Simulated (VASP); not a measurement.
# PbS in VASP: notebook

The runs below take PbS through relaxation of cell and atoms, single point, with PBE.

All numbers are computed with VASP 6.6.1; they aren't measurements. Logs are shortened: lines on timing, memory, paths and dates and some standing lists are left out, and cuts for length are marked.

**1. The cell of the first run**

It takes space group I4/mmm (No. 139, tetragonal). The conventional cell has a = 4.270 Å, b = 4.270 Å, c = 5.934 Å, α = 90.00°, β = 90.00°, γ = 90.00°. Pb (site symmetry 4/mmm) has 6 S at 2.97 to 3.02 Å within 3.9 Å. S (site symmetry 4/mmm) has 6 Pb at 2.97 to 3.02 Å within 3.9 Å.

The cell was built from a structure type or drawn by symmetry, and may not be a known phase.

**2. Relaxation of cell and atoms, PBE**

Contents of INCAR:

```
SYSTEM = PbS
PREC = Accurate
ENCUT = 600
EDIFF = 1E-6
ISMEAR = 0
SIGMA = 0.02
LREAL = .False.
LASPH = .True.
NELM = 100
ALGO = Normal
ISIF = 3
LWAVE = .False.
LCHARG = .False.
GGA = PE
IBRION = 2
NSW = 100
EDIFFG = -0.01
```

Contents of KPOINTS:

```
regular mesh
0
Gamma
  10 10 10
  0 0 0
```

Contents of POSCAR:

```
PbS
1.0
   -2.1351408460      2.1351408460      2.9671048819
    2.1351408460     -2.1351408460      2.9671048819
    2.1351408460      2.1351408460     -2.9671048819
Pb S
1 1
Direct
    0.5000000000      0.5000000000      0.0000000000
    0.0000000000      0.0000000000      0.0000000000
```

Potentials or basis: VASP PAW PBE potentials, release 64 (Pb_d, S).

Launch:

```console
$ cat potpaw_PBE.64/Pb_d/POTCAR potpaw_PBE.64/S/POTCAR > POTCAR
$ mpirun -np 1 vasp_std > vasp.out
```

OUTCAR:

```text
SYSTEM = PbS
   PREC = Accurate
   ENCUT = 600
   EDIFF = 1E-6
   ISMEAR = 0
   LREAL = .False.
   LASPH = .True.
   NELM = 100
   ISIF = 3
   GGA = PE
   IBRION = 2
   NSW = 100
   EDIFFG = -0.01

 ion  position               nearest neighbor table
   1  0.500  0.500  0.000-   2 2.97   2 2.97   2 3.02   2 3.02   2 3.02   2 3.02
   2  0.000  0.000  0.000-   1 2.97   1 2.97   1 3.02   1 3.02   1 3.02   1 3.02

  LATTYP: Found a body centered tetragonal cell.
 ALAT       =     4.2702816920
 C/A-ratio  =     1.3896529999

  Lattice vectors:

 A1 = (  -2.1351408460,   2.1351408460,   2.9671048819)
 A2 = (   2.1351408460,  -2.1351408460,   2.9671048819)
 A3 = (   2.1351408460,   2.1351408460,  -2.9671048819)

Analysis of symmetry for initial positions (statically):
=====================================================================
 Subroutine PRICEL returns:
 Original cell was already a primitive cell.

 Routine SETGRP: Setting up the symmetry group for a
 body centered tetragonal supercell.

 Subroutine GETGRP returns: Found 16 space group operations
 (whereof 16 operations were pure point group operations)
 out of a pool of 16 trial point group operations.

The static configuration has the point symmetry D_4h.

Analysis of symmetry for dynamics (positions and initial velocities):
=====================================================================
 Subroutine PRICEL returns:
 Original cell was already a primitive cell.

 Routine SETGRP: Setting up the symmetry group for a
 body centered tetragonal supercell.

 Subroutine GETGRP returns: Found 16 space group operations
 (whereof 16 operations were pure point group operations)
 out of a pool of 16 trial point group operations.

The dynamic configuration has the point symmetry D_4h.

 Subroutine INISYM returns: Found 16 space group operations
 (whereof 16 operations are pure point group operations),
 and found     1 'primitive' translations

----------------------------------------------------------------------------------------

                                     Primitive cell

  volume of cell :      54.1061

  direct lattice vectors                    reciprocal lattice vectors
    -2.135140846  2.135140846  2.967104882     0.000000000  0.234176589  0.168514434
     2.135140846 -2.135140846  2.967104882     0.234176589  0.000000000  0.168514434
     2.135140846  2.135140846 -2.967104882     0.234176589  0.234176589  0.000000000

  length of vectors
     4.233363231  4.233363231  4.233363231     0.288506134  0.288506134  0.331175708

  position of ions in fractional coordinates (direct lattice)
     0.500000000  0.500000000  0.000000000
     0.000000000  0.000000000  0.000000000

  ion indices of the primitive-cell ions
   primitive index   ion index
                 1           1
                 2           2

----------------------------------------------------------------------------------------

 KPOINTS: regular mesh

Automatic generation of k-mesh.
 Grid dimensions read from file:
 generate k-points for:   10   10   10

 Generating k-lattice:

  Cartesian coordinates                     Fractional coordinates (reciprocal lattice)
     0.000000000  0.023417659  0.016851443     0.100000000 -0.000000000  0.000000000
     0.023417659  0.000000000  0.016851443    -0.000000000  0.100000000  0.000000000
     0.023417659  0.023417659  0.000000000     0.000000000  0.000000000  0.100000000

  Length of vectors
     0.028850613  0.028850613  0.033117571

  Shift w.r.t. Gamma in fractional coordinates (k-lattice)
     0.000000000  0.000000000  0.000000000

 Subroutine IBZKPT returns following result:
 ===========================================

 Found    102 irreducible k-points:

 Following reciprocal coordinates:
            Coordinates               Weight
  0.000000  0.000000  0.000000      1.000000
  0.100000  0.000000 -0.000000      8.000000
  0.200000  0.000000 -0.000000      8.000000
  0.300000 -0.000000  0.000000      8.000000
  0.400000  0.000000 -0.000000      8.000000
  0.500000  0.000000 -0.000000      4.000000
[... 16 lines left out ...]
  0.300000  0.300000  0.000000      8.000000
  0.400000  0.300000  0.000000     16.000000
 [... further k-points ...]
   k-points           NKPTS =    102   k-points in BZ     NKDIM =    102   number of bands    NBANDS=     14
   number of dos      NEDOS =    301   number of ions     NIONS =      2
   total plane-waves  NPLWV =  46656
   dimension x,y,z NGX =    36 NGY =   36 NGZ =   36
   dimension x,y,z NGXF=    72 NGYF=   72 NGZF=   72
   ions per type =               1   1
   NGX,Y,Z   is equivalent  to a cutoff of  14.14, 14.14, 14.14 a.u.
   NGXF,Y,Z  is equivalent  to a cutoff of  28.27, 28.27, 28.27 a.u.
 SYSTEM =  PbS
   PREC   = accura    normal or accurate (medium, high low for compatibility)
   ISTART =      0    job   : 0-new  1-cont  2-samecut
   ICHARG =      2    charge: 1-file 2-atom 10-const
   ISPIN  =      1    spin polarized calculation?
   LNONCOLLINEAR =      F non collinear calculations
   LSORBIT =      F    spin-orbit coupling
   LASPH  =      T    aspherical Exc in radial PAW
   ENCUT  =  600.0 eV  44.10 Ry    6.64 a.u.   8.46  8.46  8.46*2*pi/ulx,y,z
   NELM   =    100;   NELMIN=  2; NELMDL= -5     # of ELM steps
   EDIFF  = 0.1E-05   stopping-criterion for ELM
   LREAL  =      F    real-space projection
   EDIFFG = -.1E-01   stopping-criterion for IOM
   NSW    =    100    number of steps for IOM
   IBRION =      2    ionic relax: 0-MD 1-quasi-New 2-CG
   NFREE  =      1    steps in history (QN), initial steepest desc. (CG)
   ISIF   =      3    stress and relaxation
   ISYM   =      2    0-nonsym 1-usesym 2-fastsym
   POTIM  = 0.5000    time-step for ionic-motion
   TEBEG  =    0.0;   TEEND  =   0.0 temperature during run
   PSTRESS=    0.0 pullay stress
   NELECT =      20.0000    total number of electrons
   NUPDOWN=      -1.0000    fix difference up-down
   EMIN   =  10.00;   EMAX   =-10.00  energy-range for DOS
   EFERMI =   0.00;   METHOD = LEGACY
   ISMEAR =     0;   SIGMA  =   0.02  broadening in eV -4-tet -1-fermi 0-gaus
   EFERMI_NEDOS =   21; number of points for ismear=-14 and -15
   IALGO  =     38    algorithm
   IMIX   =      4    mixing-type and parameters
     AMIX     =   0.40;   BMIX     =  1.00
     AMIX_MAG =   1.60;   BMIX_MAG =  1.00
  volume/ion in A,a.u.               =      27.05       182.56
  Fermi-wavevector in a.u.,A,eV,Ry     =   1.174905  2.220249 18.781514  1.380402
  Thomas-Fermi vector in A             =   2.311295
   LORBIT       =      0    0 simple, 1 ext, 2 COOP (PROOUT), +10 PAW based schemes
   GGA     = PE    functional components
   LHFCALC =     F    Hartree Fock is set to
   AEXX    =    0.0000 exact exchange contribution
   IVDW    =     0    specifies the selected vdW correction
   LEPSILON=     F    determine dielectric tensor
   LRPA    =     F    only Hartree local field effects (RPA)
 conjugate gradient relaxation of ions
 non-spin polarized calculation
 Gauss-broadening in eV      SIGMA  =   0.02
  energy-cutoff  :      600.00
  volume of cell :       54.11
 maximum number of plane-waves:      1834
 NGX is ok and might be reduce to    36

--------------------------------------- Ionic step        1  -------------------------------------------

 number of electron      19.9999999 magnetization

 Free energy of the ion-electron system (eV)
  ---------------------------------------------------
  ext. energy  EPLUGINS =         0.00000000
  ---------------------------------------------------
  free energy    TOTEN  =        -8.76579978 eV

  energy without entropy =       -8.76579978  energy(sigma->0) =       -8.76579978

------------------------ aborting loop because EDIFF is reached ----------------------------------------

  FORCE on cell =-STRESS in cart. coord.  units (eV):
  Direction    XX          YY          ZZ          XY          YZ          ZX
  --------------------------------------------------------------------------------------
  -------------------------------------------------------------------------------------
  Total       -0.1688971     -0.1688971      0.5014981      0.0000000      0.0000000      0.0000000
  in kB       -5.0013453     -5.0013453     14.8502551      0.0000000      0.0000000      0.0000000
  external PRESSURE =       1.6158548 kB  Pullay stress =       0.0000000 kB

 VOLUME and BASIS-vectors are now :
 -----------------------------------------------------------------------------
  energy-cutoff  :      600.00
  volume of cell :       54.11
      direct lattice vectors                 reciprocal lattice vectors
    -2.135140846  2.135140846  2.967104882     0.000000000  0.234176589  0.168514434
     2.135140846 -2.135140846  2.967104882     0.234176589  0.000000000  0.168514434
     2.135140846  2.135140846 -2.967104882     0.234176589  0.234176589  0.000000000
[... 109 lines left out ...]
 POSITION                                       TOTAL-FORCE (eV/Angst)
 -----------------------------------------------------------------------------------
      2.12573      2.12573      0.00000         0.000000     -0.000000     -0.000000
      2.12573     -2.12573      3.00593        -0.000000      0.000000      0.000000
 -----------------------------------------------------------------------------------
    total drift:                                0.000000      0.000000     -0.000000

  FREE ENERGIE OF THE ION-ELECTRON SYSTEM (eV)
  ---------------------------------------------------
  free  energy   TOTEN  =        -8.7696485749 eV

  energy  without entropy=       -8.7696485749  energy(sigma->0) =       -8.76964857

--------------------------------------- Ionic step        5  -------------------------------------------

 number of electron      19.9999998 magnetization

 Free energy of the ion-electron system (eV)
  ---------------------------------------------------
  ext. energy  EPLUGINS =         0.00000000
  ---------------------------------------------------
  free energy    TOTEN  =        -8.76968326 eV

  energy without entropy =       -8.76968326  energy(sigma->0) =       -8.76968326

 E-fermi :   5.4081     XC(G=0):  -9.5040

 val. band max:        5.2924239348   @ k =   0.5000   0.0000  -0.0000
 cond. band min:       5.7889948483   @ k =   0.5000   0.0000  -0.0000
 fundamental gap:      0.4965709134
 Fermi energy:         5.4080898082

 k-point     1 :       0.0000    0.0000    0.0000
  band No.  band energies     occupation
      1     -11.4373      2.00000
      2     -11.4373      2.00000
      3     -11.4371      2.00000
      4     -11.4201      2.00000
      5     -11.4197      2.00000
      6      -7.9301      2.00000
      7      -0.7743      2.00000
      8       3.3433      2.00000
      9       3.3433      2.00000
     10       3.3465      2.00000
     11      10.4236      0.00000
     12      10.4324      0.00000
     13      10.4324      0.00000
     14      12.1569      0.00000

 k-point     2 :       0.1000    0.0000   -0.0000
  band No.  band energies     occupation
      1     -11.4368      2.00000
      2     -11.4351      2.00000
      3     -11.4350      2.00000
      4     -11.4209      2.00000
      5     -11.4206      2.00000
      6      -7.8495      2.00000
      7      -1.0351      2.00000
      8       3.3682      2.00000
      9       3.3701      2.00000
     10       3.5373      2.00000
[... 362 lines left out ...]
 k-point    24 :       0.4000    0.3000    0.0000
  band No.  band energies     occupation
      1     -11.4985      2.00000
      2     -11.4324      2.00000
      3     -11.4204      2.00000
      4     -11.4049      2.00000
      5     -11.3939      2.00000
      6      -6.4701      2.00000
      7      -2.7108      2.00000
      8       1.1936      2.00000
      9       2.8238      2.00000
     10       3.3325      2.00000
     11       8.1719      0.00000
     12       8.9429      0.00000
     13      10.0294      0.00000
     14      12.1665      0.00000

 [... further k-points ...]

------------------------ aborting loop because EDIFF is reached ----------------------------------------

  FORCE on cell =-STRESS in cart. coord.  units (eV):
  Direction    XX          YY          ZZ          XY          YZ          ZX
  --------------------------------------------------------------------------------------
  -------------------------------------------------------------------------------------
  Total        0.0117427      0.0117427     -0.0060040      0.0000000     -0.0000000     -0.0000000
  in kB        0.3471402      0.3471402     -0.1774915      0.0000000     -0.0000000     -0.0000000
  external PRESSURE =       0.1722630 kB  Pullay stress =       0.0000000 kB

 VOLUME and BASIS-vectors are now :
 -----------------------------------------------------------------------------
  energy-cutoff  :      600.00
  volume of cell :       54.20
      direct lattice vectors                 reciprocal lattice vectors
    -2.123606864  2.123606864  3.004453150     0.000000000  0.235448476  0.166419636
     2.123606864 -2.123606864  3.004453150     0.235448476  0.000000000  0.166419636
     2.123606864  2.123606864 -3.004453150     0.235448476  0.235448476  0.000000000

 POSITION                                       TOTAL-FORCE (eV/Angst)
 -----------------------------------------------------------------------------------
      0.00000      0.00000      3.00445        -0.000000     -0.000000      0.000000
     -0.00000      0.00000      0.00000         0.000000      0.000000     -0.000000
 -----------------------------------------------------------------------------------
    total drift:                                0.000000     -0.000000      0.000000

  FREE ENERGIE OF THE ION-ELECTRON SYSTEM (eV)
  ---------------------------------------------------
  free  energy   TOTEN  =        -8.7696832594 eV

  energy  without entropy=       -8.7696832594  energy(sigma->0) =       -8.76968326

 reached required accuracy - stopping structural energy minimisation
```

Run time: 1.7 min. Hardware: 1 thread of Intel Xeon 6975P-C (Granite Rapids), shared host; peak memory 0.26 GiB.

What came out:

| Property | Result |
| --- | --- |
| Free energy | -8.7697 eV |
| Relaxed volume | 27.10 Å³/atom |
| Relaxed cell | a = 4.248 Å, b = 4.248 Å, c = 4.248 Å, α = 120.01°, β = 120.01°, γ = 89.98° |
| Space group after relaxing (to 0.1 Å) | Fm-3m (No. 225) |
| Energy gained by relaxing | 1.9 meV/atom |
| Ionic steps | 5 |
| Pressure after relaxing | 0.0 GPa |
| Band gap on the k mesh | 0.50 eV |

The path:
| step | energy change (eV) | largest force (eV/Å) | pressure (GPa) | volume (Å³) |
| --- | --- | --- | --- | --- |
| 1 | 0.0000 | 0.0000 | 0.16 | 54.11 |
| 2 | -0.0038 | 0.0000 | -0.09 | 54.32 |
| 3 | -0.0038 | 0.0000 | -0.11 | 54.33 |
| 4 | -0.0038 | 0.0000 | -0.10 | 54.33 |
| 5 | -0.0039 | 0.0000 | 0.02 | 54.20 |

Final structure:
```xyz
2
Lattice="-2.1236 2.1236 3.0045 2.1236 -2.1236 3.0045 2.1236 2.1236 -3.0045" Properties=species:S:1:pos:R:3 pbc="T T T"
Pb    0.0000    0.0000    3.0045
S     0.0000    0.0000    0.0000
```

Caveat: spin-orbit coupling is left out, which moves the levels of the heavy elements.

**3. Single point, PBE**

This run uses another cell than the first one: it holds 12 atoms, not 2.

Contents of INCAR:

```
SYSTEM = PbS
PREC = Accurate
ENCUT = 520
EDIFF = 1E-6
ISMEAR = 0
SIGMA = 0.1
LREAL = .False.
LASPH = .True.
NELM = 100
ALGO = Normal
ISIF = 2
LWAVE = .False.
LCHARG = .False.
GGA = PE
NBANDS = 72
```

Contents of KPOINTS:

```
regular mesh
0
Gamma
  4 4 1
  0 0 0
```

Contents of POSCAR:

```
PbS
1.0
    3.0176790679     -3.0214100635      0.0000000000
    3.0176790679      3.0214100635      0.0000000000
    0.0000000000      0.0000000000     17.8026292912
Pb S
6 6
Direct
    0.2493869360      0.7506130640      0.5833371941
    0.7506130640      0.2493869360      0.4166628059
    0.2512228817      0.7487771183      0.2500000000
    0.7506130640      0.2493869360      0.0833371941
    0.2493869360      0.7506130640      0.9166628059
    0.7487771183      0.2512228817      0.7500000000
    0.7500597558      0.2499402442      0.5833295566
    0.2499402442      0.7500597558      0.4166704434
    0.7498177132      0.2501822868      0.2500000000
    0.2499402442      0.7500597558      0.0833295566
    0.7500597558      0.2499402442      0.9166704434
    0.2501822868      0.7498177132      0.7500000000
```

Potentials or basis: VASP PAW PBE potentials, release 64 (Pb_d, S).

Launch:

```console
$ cat potpaw_PBE.64/Pb_d/POTCAR potpaw_PBE.64/S/POTCAR > POTCAR
$ mpirun -np 1 vasp_std > vasp.out
```

Wall time 99 s (1 thread of Intel Xeon 6975P-C (Granite Rapids), shared host); peak memory 0.43 GiB.

Results (log left out):

- Free energy: -52.7565 eV
- Pressure: -0.1 GPa
- Band gap on the k mesh: 1.25 eV

Forces on the atoms (eV/Å):
```
Pb   0.000 -0.002 -0.001
Pb   0.000  0.002  0.001
Pb   0.000  0.003  0.000
Pb   0.000  0.002 -0.001
Pb   0.000 -0.002  0.001
Pb   0.000 -0.003  0.000
S    0.000  0.001  0.000
S    0.000 -0.001  0.000
S    0.000 -0.002  0.000
S    0.000 -0.001  0.000
S    0.000  0.001  0.000
S    0.000  0.002  0.000
```

Stress tensor (GPa, compression positive):
```
 0.00  0.00  0.00
 0.00 -0.14  0.00
 0.00  0.00 -0.03
```

Levels at points of the mesh, in eV from the valence-band top:
```csv
k point,band 58,band 59,band 60,band 61,band 62,band 63
"(0.00, 0.00, 0.00)",-1.51,-0.52,-0.52,2.92,2.92,4.20
"(0.50, 0.00, 0.00)",0.00,0.00,0.00,1.25,1.25,1.25
"(0.50, 0.50, 0.00)",-1.22,-1.21,-1.21,3.70,3.70,3.71
```

Caveat: spin-orbit coupling is left out, which moves the levels of the heavy elements; an odd mesh through Γ misses points on the zone boundary, where band edges can lie.
